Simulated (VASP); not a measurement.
# Ni (Fd-3m) in VASP: notebook

Ni is run at these levels: LDA; tasks: single point.

All numbers are computed with VASP 6.6.1; they aren't measurements. Logs are shortened: lines on timing, memory, paths and dates and some standing lists are left out, and cuts for length are marked.

### Step 1. The cell of the first run

The structure is cubic, space group Fd-3m (No. 227). The conventional cell has a = 4.801 Å, b = 4.801 Å, c = 4.801 Å, α = 90.00°, β = 90.00°, γ = 90.00°. Within 2.8 Å of Ni (site symmetry -43m) lie 4 Ni at 2.08 Å.

### Step 2. Single point, LDA (volume scaled by 0.92)

Contents of INCAR:

```
SYSTEM = Ni
PREC = Accurate ; ENCUT = 520
EDIFF = 1E-7 ; ISMEAR = -1
SIGMA = 0.1 ; LREAL = .False.
LASPH = .True. ; NELM = 100
ALGO = Normal ; ISIF = 2
LWAVE = .False. ; LCHARG = .False.
GGA = CA ; NBANDS = 17
```

Contents of KPOINTS:

```
regular mesh
0
Gamma
  12 12 12
  0 0 0
```

Contents of POSCAR:

```
Ni
1.0
    0.0000000000      2.4004995870      2.4004995870
    2.4004995870      0.0000000000      2.4004995870
    2.4004995870      2.4004995870      0.0000000000
Ni
2
Direct
    0.1250000000      0.1250000000      0.1250000000
    0.8750000000      0.8750000000      0.8750000000
```

Potentials or basis: VASP PAW LDA potentials, release 64 (Ni).

Started as:

```sh
$ cat potpaw_LDA.64/Ni/POTCAR > POTCAR
$ mpirun -np 1 vasp_std > vasp.out
```

OUTCAR:

```text
SYSTEM = Ni
   PREC = Accurate
   ENCUT = 520
   EDIFF = 1E-7
   ISMEAR = -1
   LREAL = .False.
   LASPH = .True.
   NELM = 100
   ISIF = 2
   GGA = CA

 ion  position               nearest neighbor table
   1  0.125  0.125  0.125-   2 2.08   2 2.08   2 2.08   2 2.08
   2  0.875  0.875  0.875-   1 2.08   1 2.08   1 2.08   1 2.08

  LATTYP: Found a face centered cubic cell.
 ALAT       =     4.8009991740

  Lattice vectors:

 A1 = (   0.0000000000,   2.4004995870,   2.4004995870)
 A2 = (   2.4004995870,   0.0000000000,   2.4004995870)
 A3 = (   2.4004995870,   2.4004995870,   0.0000000000)

Analysis of symmetry for initial positions (statically):
=====================================================================
 Subroutine PRICEL returns:
 Original cell was already a primitive cell.

 Routine SETGRP: Setting up the symmetry group for a
 face centered cubic supercell.

 Subroutine GETGRP returns: Found 48 space group operations
 (whereof 12 operations were pure point group operations)
 out of a pool of 48 trial point group operations.

The static configuration has the point symmetry D_3d.
 The point group associated with its full space group is O_h .

Analysis of symmetry for dynamics (positions and initial velocities):
=====================================================================
 Subroutine PRICEL returns:
 Original cell was already a primitive cell.

 Routine SETGRP: Setting up the symmetry group for a
 face centered cubic supercell.

 Subroutine GETGRP returns: Found 48 space group operations
 (whereof 12 operations were pure point group operations)
 out of a pool of 48 trial point group operations.

The dynamic configuration has the point symmetry D_3d.
 The point group associated with its full space group is O_h .

 Subroutine INISYM returns: Found 48 space group operations
 (whereof 12 operations are pure point group operations),
 and found     1 'primitive' translations

----------------------------------------------------------------------------------------

                                     Primitive cell

  volume of cell :      27.6653

  direct lattice vectors                    reciprocal lattice vectors
     0.000000000  2.400499587  2.400499587    -0.208289975  0.208289975  0.208289975
     2.400499587  0.000000000  2.400499587     0.208289975 -0.208289975  0.208289975
     2.400499587  2.400499587  0.000000000     0.208289975  0.208289975 -0.208289975
[... 76 lines left out ...]
   ISTART =      0    job   : 0-new  1-cont  2-samecut
   ICHARG =      2    charge: 1-file 2-atom 10-const
   ISPIN  =      1    spin polarized calculation?
   LNONCOLLINEAR =      F non collinear calculations
   LSORBIT =      F    spin-orbit coupling
   LASPH  =      T    aspherical Exc in radial PAW
   ENCUT  =  520.0 eV  38.22 Ry    6.18 a.u.   6.31  6.31  6.31*2*pi/ulx,y,z
   NELM   =    100;   NELMIN=  2; NELMDL= -5     # of ELM steps
   EDIFF  = 0.1E-06   stopping-criterion for ELM
   LREAL  =      F    real-space projection
   EDIFFG = 0.1E-05   stopping-criterion for IOM
   NSW    =      0    number of steps for IOM
   IBRION =     -1    ionic relax: 0-MD 1-quasi-New 2-CG
   NFREE  =      0    steps in history (QN), initial steepest desc. (CG)
   ISIF   =      2    stress and relaxation
   ISYM   =      2    0-nonsym 1-usesym 2-fastsym
   POTIM  = 0.5000    time-step for ionic-motion
   TEBEG  =    0.0;   TEEND  =   0.0 temperature during run
   PSTRESS=    0.0 pullay stress
   NELECT =      20.0000    total number of electrons
   NUPDOWN=      -1.0000    fix difference up-down
   EMIN   =  10.00;   EMAX   =-10.00  energy-range for DOS
   EFERMI =   0.00;   METHOD = LEGACY
   ISMEAR =    -1;   SIGMA  =   0.10  broadening in eV -4-tet -1-fermi 0-gaus
   EFERMI_NEDOS =   21; number of points for ismear=-14 and -15
   IALGO  =     38    algorithm
   IMIX   =      4    mixing-type and parameters
     AMIX     =   0.40;   BMIX     =  1.00
     AMIX_MAG =   1.60;   BMIX_MAG =  1.00
  volume/ion in A,a.u.               =      13.83        93.35
  Fermi-wavevector in a.u.,A,eV,Ry     =   1.469287  2.776549 29.372301  2.158803
  Thomas-Fermi vector in A             =   2.584682
   LORBIT       =      0    0 simple, 1 ext, 2 COOP (PROOUT), +10 PAW based schemes
   GGA     = CA    functional components
   LHFCALC =     F    Hartree Fock is set to
   AEXX    =    0.0000 exact exchange contribution
   IVDW    =     0    specifies the selected vdW correction
   LEPSILON=     F    determine dielectric tensor
   LRPA    =     F    only Hartree local field effects (RPA)
 non-spin polarized calculation
  energy-cutoff  :      520.00
  volume of cell :       27.67
 maximum number of plane-waves:       757
 NGX is ok and might be reduce to    28
   NGX = 13   NGY = 13   NGZ = 13

 number of electron      19.9999984 magnetization

 Free energy of the ion-electron system (eV)
  ---------------------------------------------------
  ext. energy  EPLUGINS =         0.00000000
  ---------------------------------------------------
  free energy    TOTEN  =       -10.30560493 eV

  energy without entropy =      -10.11713769  energy(sigma->0) =      -10.21137131

 E-fermi :   6.1352     XC(G=0): -11.9442

 val. band max:        6.1322296461   @ k =   0.1667   0.0833   0.0000
 cond. band min:       6.1382447525   @ k =  -0.3333   0.1667   0.0000
 fundamental gap:      0.0060151064
 Fermi energy:         6.1351771966

 k-point     1 :       0.0000    0.0000    0.0000
  band No.  band energies     occupation
      1      -1.2258      2.00000
      2       2.8121      2.00000
      3       2.8121      2.00000
      4       2.9437      2.00000
      5       2.9437      2.00000
      6       2.9437      2.00000
[... 457 lines left out ...]
      4       2.8837      2.00000
      5       3.3375      2.00000
      6       3.4547      2.00000
[... 9 lines left out ...]
     16      22.1984      0.00000
     17      23.3311      0.00000

 [... further k-points ...]
[... 5 lines left out ...]
  --------------------------------------------------------------------------------------
  -------------------------------------------------------------------------------------
  Total        2.0056063      2.0056063      2.0056063     -0.0000000     -0.0000000      0.0000000
  in kB      116.1505754    116.1505754    116.1505754     -0.0000000     -0.0000000      0.0000000
  external PRESSURE =     116.1505754 kB  Pullay stress =       0.0000000 kB

 VOLUME and BASIS-vectors are now :
 -----------------------------------------------------------------------------
  energy-cutoff  :      520.00
  volume of cell :       27.67
      direct lattice vectors                 reciprocal lattice vectors
     0.000000000  2.400499587  2.400499587    -0.208289975  0.208289975  0.208289975
     2.400499587  0.000000000  2.400499587     0.208289975 -0.208289975  0.208289975
     2.400499587  2.400499587  0.000000000     0.208289975  0.208289975 -0.208289975

 POSITION                                       TOTAL-FORCE (eV/Angst)
 -----------------------------------------------------------------------------------
      0.60012      0.60012      0.60012        -0.000000     -0.000000     -0.000000
      4.20087      4.20087      4.20087         0.000000      0.000000      0.000000
 -----------------------------------------------------------------------------------
    total drift:                                0.000000      0.000000     -0.000000

  FREE ENERGIE OF THE ION-ELECTRON SYSTEM (eV)
  ---------------------------------------------------
  free  energy   TOTEN  =       -10.3056049276 eV

  energy  without entropy=      -10.1171376929  energy(sigma->0) =      -10.21137131
```

OSZICAR:

```text
N       E                     dE             d eps       ncg     rms          rms(c)
DAV:   1     0.935267853342E+02    0.93527E+02   -0.95008E+03  2480   0.160E+03
DAV:   2    -0.845852203060E+01   -0.10199E+03   -0.95367E+02  2457   0.251E+02
DAV:   3    -0.118290067786E+02   -0.33705E+01   -0.33181E+01  2777   0.618E+01
DAV:   4    -0.118684678105E+02   -0.39461E-01   -0.39448E-01  3052   0.585E+00
DAV:   5    -0.118693659783E+02   -0.89817E-03   -0.89810E-03  2846   0.815E-01    0.128E+01
DAV:   6    -0.113011730439E+02    0.56819E+00   -0.13865E+01  2794   0.682E+01    0.102E+01
DAV:   7    -0.103451464671E+02    0.95603E+00   -0.45448E+00  2825   0.330E+01    0.276E+00
DAV:   8    -0.103098626341E+02    0.35284E-01   -0.30372E-02  3397   0.177E+00    0.785E-01
DAV:   9    -0.103055717033E+02    0.42909E-02   -0.37680E-03  3712   0.800E-01    0.111E-01
DAV:  10    -0.103056014364E+02   -0.29733E-04   -0.16150E-04  2585   0.143E-01    0.266E-02
DAV:  11    -0.103056051671E+02   -0.37307E-05   -0.29919E-06  3393   0.152E-02    0.474E-03
DAV:  12    -0.103056049386E+02    0.22845E-06   -0.48730E-07  2762   0.110E-02    0.144E-03
DAV:  13    -0.103056049276E+02    0.11019E-07   -0.14035E-08  1369   0.106E-03
   1 F= -.10305605E+02 E0= -.10211371E+02  d E =-.188467E+00
```

Wall time 15 s (1 thread of Intel Xeon 6975P-C (Granite Rapids), shared host); peak memory 0.15 GiB.

Results:

```yaml
Free_energy: -10.3056 eV
Pressure: 11.6 GPa
Band_gap_on_the_k_mesh: zero (band 10 reaches 6.24 eV, above the bottom of band 11 at 5.86 eV)
```

Caveat: the cell differs from its parent crystal (volume scaled by 0.92); the run has no spin polarisation, though such a crystal can be magnetic. Spin polarisation is off, so any magnetic state and its effect on volume and gap are missing.

### Step 3. Single point, LDA (volume scaled by 0.96)

Contents of INCAR:

```
PREC = Accurate
ENCUT = 520
EDIFF = 1E-6
ISMEAR = -1
SIGMA = 0.1
LREAL = False
LASPH = True
NELM = 80
ALGO = Normal
ISIF = 2
LWAVE = False
LCHARG = True
GGA = CA
LELF = True
LVHAR = True
NBANDS = 17
```

Contents of KPOINTS:

```
Automatic mesh
0
Gamma
  12 12 12
```

Contents of POSCAR:

```
Ni
1.0
    0.0000000000      2.4347970720      2.4347970720
    2.4347970720      0.0000000000      2.4347970720
    2.4347970720      2.4347970720      0.0000000000
Ni
2
Direct
    0.1250000000      0.1250000000      0.1250000000
    0.8750000000      0.8750000000      0.8750000000
```

Potentials or basis: VASP PAW LDA potentials, release 64 (Ni).

Started as:

```sh
$ cat potpaw_LDA.64/Ni/POTCAR > POTCAR
$ mpirun -np 1 vasp_std > vasp.out
```

Wall time 15 s (1 thread of Intel Xeon 6975P-C (Granite Rapids), shared host); peak memory 0.15 GiB.

Results (log left out):

* Free energy: -10.3673 eV
* Pressure: 5.0 GPa
* Band gap on the k mesh: zero (band 10 reaches 5.73 eV, above the bottom of band 11 at 5.37 eV)

Levels at points of the mesh, in eV from the Fermi level:
```tsv
k point	band 8	band 9	band 10	band 11	band 12	band 13
(0.00, 0.00, 0.00)	-1.30	-1.30	-0.07	-0.07	13.16	13.16
(0.50, 0.00, 0.00)	-0.88	-0.88	-0.26	-0.26	1.09	9.56
(0.50, 0.50, 0.00)	-1.55	-0.11	-0.11	1.56	1.56	4.86
```

Caveat: the cell differs from its parent crystal (volume scaled by 0.96); the run has no spin polarisation, though such a crystal can be magnetic. Spin polarisation is off, so any magnetic state and its effect on volume and gap are missing.

### Step 4. Single point, LDA

This run uses another cell than the first one, of 15.04 Å³/atom, 1.087 times its volume.

Contents of INCAR:

```
SYSTEM = Ni
PREC = Accurate
ENCUT = 520
EDIFF = 1E-7
ISMEAR = -1
SIGMA = 0.1
LREAL = .False.
LASPH = .True.
NELM = 60
ALGO = Normal
ISIF = 2
LWAVE = .False.
LCHARG = .False.
GGA = CA
NBANDS = 17
```

Contents of KPOINTS:

```
Automatic mesh
0
Gamma
  12 12 12
  0 0 0
```

Contents of POSCAR:

```
Ni
1.0
    0.0000000000      2.4681546017      2.4681546017
    2.4681546017      0.0000000000      2.4681546017
    2.4681546017      2.4681546017      0.0000000000
Ni
2
Direct
    0.1250000000      0.1250000000      0.1250000000
    0.8750000000      0.8750000000      0.8750000000
```

Started as:

```sh
$ cat potpaw_LDA.64/Ni/POTCAR > POTCAR
$ mpirun -np 1 vasp_std > vasp.out
```

It took 16 s on 1 thread of Intel Xeon 6975P-C (Granite Rapids), shared host; peak memory 0.15 GiB.

Results (log left out):

```
Free energy            : -10.3848 eV
Pressure               : -0.2 GPa
Band gap on the k mesh : zero (band 10 reaches 5.26 eV, above the bottom of band 11 at 4.92 eV)
```

Levels at points of the mesh, in eV from the Fermi level:
```
           k point  band 8  band 9  band 10  band 11  band 12  band 13
(0.00, 0.00, 0.00)   -1.23   -1.23    -0.08    -0.08    12.76    12.76
(0.50, 0.00, 0.00)   -0.83   -0.83    -0.25    -0.25     1.02     9.28
(0.50, 0.50, 0.00)   -1.46   -0.10    -0.10     1.50     1.50     4.78
```

Caveat: the run has no spin polarisation, though such a crystal can be magnetic.

### Step 5. Summary

```tsv
cell	gap on the mesh (eV)	pressure (GPa)
a = 3.395 Å, angles 60.0°, 2 atoms	none	11.6
a = 3.443 Å, angles 60.0°, 2 atoms	none	5.0
a = 3.490 Å, angles 60.0°, 2 atoms	none	-0.2
```

Alike in all rows: task single point; level LDA; potentials or basis VASP PAW LDA potentials, release 64 (Ni); no spin polarisation; k mesh 12 × 12 × 12; cutoff (eV) 520; smearing fermi-dirac 0.1 eV.

Caveats: the run has no spin polarisation, though such a crystal can be magnetic.

Absolute energies hang on the potentials; compare differences alone.
